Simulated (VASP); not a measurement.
# CoSi (P2_13) in VASP: further runs

The runs below take CoSi through single point, relaxation of cell and atoms, with PBE, PBEsol.

Everything below comes from runs of VASP 6.6.1. Logs are shortened: lines on timing, memory, paths and dates and some standing lists are left out, and cuts for length are marked.

## Step 1: The cell of the first run

It takes space group P2_13 (No. 198, cubic). The conventional cell has a = 4.431 Å, b = 4.431 Å, c = 4.431 Å, α = 90.00°, β = 90.00°, γ = 90.00°. Co (site symmetry 3) has 7 Si at 2.32 to 2.43 Å and 6 Co at 2.72 Å within 3.1 Å. Within 3.1 Å of Si (site symmetry 3) lie 7 Co at 2.32 to 2.43 Å and 6 Si at 2.74 Å.

## Step 2: Single point, PBE

Contents of INCAR:

```
SYSTEM = CoSi
ALGO = Normal
EDIFF = 1E-6
ENCUT = 520
GGA = PE
ISIF = 2
ISMEAR = -1
LASPH = .TRUE.
LCHARG = .TRUE.
LELF = .TRUE.
LREAL = .FALSE.
LVHAR = .TRUE.
LWAVE = .FALSE.
NBANDS = 36
NELM = 100
PREC = Accurate
SIGMA = 0.02
```

Contents of KPOINTS:

```
k-points
0
G
  6 6 6
  0 0 0
```

Contents of POSCAR:

```
CoSi
1.0
    4.4307406183      0.0000000000      0.0000000000
    0.0000000000      4.4307406183      0.0000000000
    0.0000000000      0.0000000000      4.4307406183
Co Si
4 4
Direct
    0.1450332828      0.1450332828      0.1450332828
    0.3549667172      0.8549667172      0.6450332828
    0.6450332828      0.3549667172      0.8549667172
    0.8549667172      0.6450332828      0.3549667172
    0.8431868916      0.8431868916      0.8431868916
    0.6568131084      0.1568131084      0.3431868916
    0.3431868916      0.6568131084      0.1568131084
    0.1568131084      0.3431868916      0.6568131084
```

Potentials or basis: VASP PAW PBE potentials, release 64 (Co, Si).

Run with:

```bash
$ cat potpaw_PBE.64/Co/POTCAR potpaw_PBE.64/Si/POTCAR > POTCAR
$ mpirun -np 1 vasp_std > vasp.out
```

OUTCAR:

```text
SYSTEM = CoSi
   EDIFF = 1E-6
   ENCUT = 520
   GGA = PE
   ISIF = 2
   ISMEAR = -1
   LASPH = .TRUE.
   LREAL = .FALSE.
   NELM = 100
   PREC = Accurate

 ion  position               nearest neighbor table
   1  0.145  0.145  0.145-   5 2.32   6 2.34   7 2.34   8 2.34   7 2.43   8 2.43   6 2.43   3 2.72
                             4 2.72   2 2.72   2 2.72   4 2.72   3 2.72
   2  0.355  0.855  0.645-   6 2.32   5 2.34   7 2.34   8 2.34   7 2.43   8 2.43   5 2.43   1 2.72
                             1 2.72   3 2.72   3 2.72   4 2.72   4 2.72
   3  0.645  0.355  0.855-   7 2.32   6 2.34   5 2.34   8 2.34   8 2.43   6 2.43   5 2.43   1 2.72
                             4 2.72   2 2.72   2 2.72   4 2.72   1 2.72
   4  0.855  0.645  0.355-   8 2.32   6 2.34   7 2.34   5 2.34   6 2.43   5 2.43   7 2.43   1 2.72
                             3 2.72   2 2.72   1 2.72   2 2.72   3 2.72
   5  0.843  0.843  0.843-   1 2.32   2 2.34   3 2.34   4 2.34   3 2.43   4 2.43   2 2.43   6 2.74
                             7 2.74   8 2.74   6 2.74   8 2.74   7 2.74
   6  0.657  0.157  0.343-   2 2.32   1 2.34   3 2.34   4 2.34   3 2.43   4 2.43   1 2.43   8 2.74
                             5 2.74   5 2.74   7 2.74   7 2.74   8 2.74
   7  0.343  0.657  0.157-   3 2.32   2 2.34   1 2.34   4 2.34   4 2.43   2 2.43   1 2.43   8 2.74
                             5 2.74   8 2.74   6 2.74   6 2.74   5 2.74
   8  0.157  0.343  0.657-   4 2.32   2 2.34   3 2.34   1 2.34   2 2.43   1 2.43   3 2.43   7 2.74
                             5 2.74   7 2.74   5 2.74   6 2.74   6 2.74

  LATTYP: Found a simple cubic cell.
 ALAT       =     4.4307406183

  Lattice vectors:

 A1 = (   4.4307406183,   0.0000000000,   0.0000000000)
 A2 = (   0.0000000000,   4.4307406183,   0.0000000000)
 A3 = (   0.0000000000,   0.0000000000,   4.4307406183)

Analysis of symmetry for initial positions (statically):
=====================================================================
 Subroutine PRICEL returns:
 Original cell was already a primitive cell.

 Routine SETGRP: Setting up the symmetry group for a
 simple cubic supercell.

 Subroutine GETGRP returns: Found 12 space group operations
 (whereof  3 operations were pure point group operations)
 out of a pool of 48 trial point group operations.

The static configuration has the point symmetry C_3 .
 The point group associated with its full space group is T   .

Analysis of symmetry for dynamics (positions and initial velocities):
=====================================================================
 Subroutine PRICEL returns:
 Original cell was already a primitive cell.

 Routine SETGRP: Setting up the symmetry group for a
 simple cubic supercell.

 Subroutine GETGRP returns: Found 12 space group operations
 (whereof  3 operations were pure point group operations)
 out of a pool of 48 trial point group operations.

The dynamic configuration has the point symmetry C_3 .
 The point group associated with its full space group is T   .

 Subroutine INISYM returns: Found 12 space group operations
 (whereof  3 operations are pure point group operations),
 and found     1 'primitive' translations

----------------------------------------------------------------------------------------

                                     Primitive cell

  volume of cell :      86.9819

  direct lattice vectors                    reciprocal lattice vectors
     4.430740618  0.000000000  0.000000000     0.225695902  0.000000000  0.000000000
     0.000000000  4.430740618  0.000000000     0.000000000  0.225695902  0.000000000
     0.000000000  0.000000000  4.430740618     0.000000000  0.000000000  0.225695902

  length of vectors
     4.430740618  4.430740618  4.430740618     0.225695902  0.225695902  0.225695902

  position of ions in fractional coordinates (direct lattice)
     0.145033283  0.145033283  0.145033283
     0.354966717  0.854966717  0.645033283
     0.645033283  0.354966717  0.854966717
     0.854966717  0.645033283  0.354966717
     0.843186892  0.843186892  0.843186892
     0.656813108  0.156813108  0.343186892
     0.343186892  0.656813108  0.156813108
     0.156813108  0.343186892  0.656813108

  ion indices of the primitive-cell ions
   primitive index   ion index
                 1           1
                 2           2
                 3           3
                 4           4
                 5           5
                 6           6
                 7           7
                 8           8

----------------------------------------------------------------------------------------

 KPOINTS: k-points

Automatic generation of k-mesh.
 Grid dimensions read from file:
 generate k-points for:    6    6    6

 Generating k-lattice:

  Cartesian coordinates                     Fractional coordinates (reciprocal lattice)
     0.037615984  0.000000000  0.000000000     0.166666667  0.000000000  0.000000000
     0.000000000  0.037615984  0.000000000     0.000000000  0.166666667  0.000000000
     0.000000000  0.000000000  0.037615984     0.000000000  0.000000000  0.166666667

  Length of vectors
     0.037615984  0.037615984  0.037615984

  Shift w.r.t. Gamma in fractional coordinates (k-lattice)
     0.000000000  0.000000000  0.000000000

 Subroutine IBZKPT returns following result:
 ===========================================

 Found     24 irreducible k-points:

 Following reciprocal coordinates:
            Coordinates               Weight
  0.000000  0.000000  0.000000      1.000000
  0.166667  0.000000  0.000000      6.000000
  0.333333  0.000000  0.000000      6.000000
  0.500000  0.000000  0.000000      3.000000
  0.166667  0.166667  0.000000     12.000000
  0.333333  0.166667  0.000000     12.000000
[... 16 lines left out ...]
  0.500000  0.500000  0.333333      6.000000
  0.500000  0.500000  0.500000      1.000000
   k-points           NKPTS =     24   k-points in BZ     NKDIM =     24   number of bands    NBANDS=     36
   number of dos      NEDOS =    301   number of ions     NIONS =      8
   total plane-waves  NPLWV =  46656
   dimension x,y,z NGX =    36 NGY =   36 NGZ =   36
   dimension x,y,z NGXF=    72 NGYF=   72 NGZF=   72
   ions per type =               4   4
   NGX,Y,Z   is equivalent  to a cutoff of  13.51, 13.51, 13.51 a.u.
   NGXF,Y,Z  is equivalent  to a cutoff of  27.02, 27.02, 27.02 a.u.
 SYSTEM =  CoSi
   PREC   = accura    normal or accurate (medium, high low for compatibility)
   ISTART =      0    job   : 0-new  1-cont  2-samecut
   ICHARG =      2    charge: 1-file 2-atom 10-const
   ISPIN  =      1    spin polarized calculation?
   LNONCOLLINEAR =      F non collinear calculations
   LSORBIT =      F    spin-orbit coupling
   LASPH  =      T    aspherical Exc in radial PAW
   ENCUT  =  520.0 eV  38.22 Ry    6.18 a.u.   8.24  8.24  8.24*2*pi/ulx,y,z
   NELM   =    100;   NELMIN=  2; NELMDL= -5     # of ELM steps
   EDIFF  = 0.1E-05   stopping-criterion for ELM
   LREAL  =      F    real-space projection
   EDIFFG = 0.1E-04   stopping-criterion for IOM
   NSW    =      0    number of steps for IOM
   IBRION =     -1    ionic relax: 0-MD 1-quasi-New 2-CG
   NFREE  =      0    steps in history (QN), initial steepest desc. (CG)
   ISIF   =      2    stress and relaxation
   ISYM   =      2    0-nonsym 1-usesym 2-fastsym
   POTIM  = 0.5000    time-step for ionic-motion
   TEBEG  =    0.0;   TEEND  =   0.0 temperature during run
   PSTRESS=    0.0 pullay stress
   NELECT =      52.0000    total number of electrons
   NUPDOWN=      -1.0000    fix difference up-down
   EMIN   =  10.00;   EMAX   =-10.00  energy-range for DOS
   EFERMI =   0.00;   METHOD = LEGACY
   ISMEAR =    -1;   SIGMA  =   0.02  broadening in eV -4-tet -1-fermi 0-gaus
   EFERMI_NEDOS =   21; number of points for ismear=-14 and -15
   IALGO  =     38    algorithm
   IMIX   =      4    mixing-type and parameters
     AMIX     =   0.40;   BMIX     =  1.00
     AMIX_MAG =   1.60;   BMIX_MAG =  1.00
  volume/ion in A,a.u.               =      10.87        73.37
  Fermi-wavevector in a.u.,A,eV,Ry     =   1.379112  2.606144 25.877609  1.901951
  Thomas-Fermi vector in A             =   2.504112
   LORBIT       =      0    0 simple, 1 ext, 2 COOP (PROOUT), +10 PAW based schemes
   GGA     = PE    functional components
[... 5 lines left out ...]
 non-spin polarized calculation
  energy-cutoff  :      520.00
  volume of cell :       86.98
 maximum number of plane-waves:      2364
 NGX is ok and might be reduce to    36
   NGX = 17   NGY = 17   NGZ = 17

 number of electron      52.0000004 magnetization

 Free energy of the ion-electron system (eV)
  ---------------------------------------------------
  ext. energy  EPLUGINS =         0.00000000
  ---------------------------------------------------
  free energy    TOTEN  =       -54.74875183 eV

  energy without entropy =      -54.74688572  energy(sigma->0) =      -54.74781878

 E-fermi :  12.1083     XC(G=0): -12.8673

 val. band max:       12.1005723032   @ k =   0.0000   0.0000   0.0000
 cond. band min:      12.1889773234   @ k =   0.5000   0.5000   0.3333
 fundamental gap:      0.0884050201
 Fermi energy:        12.1082581696

 k-point     1 :       0.0000    0.0000    0.0000
  band No.  band energies     occupation
      1      -1.5637      2.00000
      2       3.9306      2.00000
      3       3.9306      2.00000
      4       3.9306      2.00000
      5       6.6311      2.00000
      6       6.6311      2.00000
[... 28 lines left out ...]
     35      15.6774      0.00000
     36      16.9718      0.00000

 k-point     2 :       0.1667    0.0000    0.0000
  band No.  band energies     occupation
      1      -1.3572      2.00000
      2       2.8236      2.00000
      3       4.0623      2.00000
      4       4.6617      2.00000
      5       6.1102      2.00000
      6       6.7495      2.00000
[... 28 lines left out ...]
     35      16.3729      0.00000
     36      17.3586      0.00000
[... 817 lines left out ...]
     35      18.6729      0.00000
     36      18.7234      0.00000

 k-point    24 :       0.5000    0.5000    0.5000
  band No.  band energies     occupation
      1       2.6739      2.00000
      2       2.6739      2.00000
      3       2.6739      2.00000
      4       2.6739      2.00000
      5       5.1800      2.00000
      6       5.1800      2.00000
[... 28 lines left out ...]
     35      17.8792      0.00000
     36      17.8792      0.00000

------------------------ aborting loop because EDIFF is reached ----------------------------------------

  FORCE on cell =-STRESS in cart. coord.  units (eV):
  Direction    XX          YY          ZZ          XY          YZ          ZX
  --------------------------------------------------------------------------------------
  -------------------------------------------------------------------------------------
  Total       -0.0620199     -0.0620199     -0.0620199      0.0000000      0.0000000      0.0000000
  in kB       -1.1423859     -1.1423859     -1.1423859      0.0000000      0.0000000      0.0000000
  external PRESSURE =      -1.1423859 kB  Pullay stress =       0.0000000 kB

 VOLUME and BASIS-vectors are now :
 -----------------------------------------------------------------------------
  energy-cutoff  :      520.00
  volume of cell :       86.98
      direct lattice vectors                 reciprocal lattice vectors
     4.430740618  0.000000000  0.000000000     0.225695902  0.000000000  0.000000000
     0.000000000  4.430740618  0.000000000     0.000000000  0.225695902  0.000000000
     0.000000000  0.000000000  4.430740618     0.000000000  0.000000000  0.225695902

 POSITION                                       TOTAL-FORCE (eV/Angst)
 -----------------------------------------------------------------------------------
      0.64260      0.64260      0.64260         0.001008      0.001008      0.001008
      1.57277      3.78814      2.85798        -0.001008     -0.001008      0.001008
      2.85798      1.57277      3.78814         0.001008     -0.001008     -0.001008
      3.78814      2.85798      1.57277        -0.001008      0.001008     -0.001008
      3.73594      3.73594      3.73594         0.002145      0.002145      0.002145
      2.91017      0.69480      1.52057        -0.002145     -0.002145      0.002145
      1.52057      2.91017      0.69480         0.002145     -0.002145     -0.002145
      0.69480      1.52057      2.91017        -0.002145      0.002145     -0.002145
 -----------------------------------------------------------------------------------
    total drift:                               -0.000000      0.000000      0.000000

  FREE ENERGIE OF THE ION-ELECTRON SYSTEM (eV)
  ---------------------------------------------------
  free  energy   TOTEN  =       -54.7487518330 eV

  energy  without entropy=      -54.7468857206  energy(sigma->0) =      -54.74781878
```

Run time: 61 s. Hardware: 1 thread of Intel Xeon Platinum 8375C at 2.90GHz (Ice Lake), shared host; peak memory 0.23 GiB.

Results:

| Property | Result |
| --- | --- |
| Free energy | -54.7488 eV |
| Pressure | -0.1 GPa |
| Largest force | 0.004 eV/Å |
| Band gap on the k mesh | zero (band 26 reaches 12.10 eV, above the bottom of band 27 at 11.89 eV) |

Forces on the atoms (eV/Å):
```
Co   0.001  0.001  0.001
Co  -0.001 -0.001  0.001
Co   0.001 -0.001 -0.001
Co  -0.001  0.001 -0.001
Si   0.002  0.002  0.002
Si  -0.002 -0.002  0.002
Si   0.002 -0.002 -0.002
Si  -0.002  0.002 -0.002
```

Spin polarisation is off, so any magnetic state and its effect on volume and gap are missing.

(Part 1 of 2 ends here.)
